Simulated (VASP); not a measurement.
ScTaN:

```
Ta Sc N
1.0
     3.08507    0.00000    0.00000
    -1.54253    2.67175    0.00000
     0.00000    0.00000   10.34014
Ta Sc N
2 2 2
Direct
  0.33333 0.66667 0.24563
  0.66667 0.33333 0.75437
  0.00000 0.00000 0.00000
  0.00000 0.00000 0.50000
  0.33333 0.66667 0.62984
  0.66667 0.33333 0.37016
```

* Program: VASP 6.6.1
* Task: relaxation of cell and atoms
* Functional: PBEsol
* Dispersion: D4
* Potentials or basis: VASP PAW PBE potentials, release 64 (Ta_pv, Sc_sv, N)
* Cutoff: 600 eV
* k mesh: 10 × 10 × 3
* Occupations: fermi-dirac, width 0.05 eV
* Spin: no spin polarisation

At the start: pressure -8.3 GPa; volume 14.20 Å³/atom.

**Question.** Where does the relaxation end?

**Answer.** Over 10 steps the energy falls by 15.5 meV/atom and the volume is 13.62 Å³/atom (-4.1 %); space group P-3m1 (No. 164, to 0.05 Å).

Step by step:
```tsv
step	energy change (eV)	largest force (eV/Å)	pressure (GPa)	volume (Å³)
1	0.0000	0.3181	-8.26	85.23
2	0.1970	1.1910	17.43	76.51
3	-0.0913	0.1560	-0.26	81.96
4	-0.0913	0.1667	-0.13	81.89
5	-0.0913	0.1772	0.05	81.83
6	-0.0930	0.0381	0.18	81.67
7	-0.0930	0.0355	0.19	81.67
8	-0.0930	0.0313	-0.28	81.83
9	-0.0931	0.0329	-0.12	81.76
10	-0.0932	0.0081	-0.04	81.73
```

Final structure:
```xyz
6
Lattice="3.0448 0.0000 0.0000 -1.5224 2.6369 0.0000 0.0000 0.0000 10.1798" Properties=species:S:1:pos:R:3 pbc="T T T"
Ta    0.0000    1.7579    2.4969
Ta    1.5224    0.8790    7.6829
Sc    1.5224    2.6369    0.0000
Sc    3.0448    0.0000    5.0899
N     0.0000    1.7579    6.4123
N     1.5224    0.8790    3.7675
```

Caveat: the PAW data sets were made with another functional, which shifts forces and pressure a little; pairwise dispersion overbinds metals, which lowers pressure and volume.
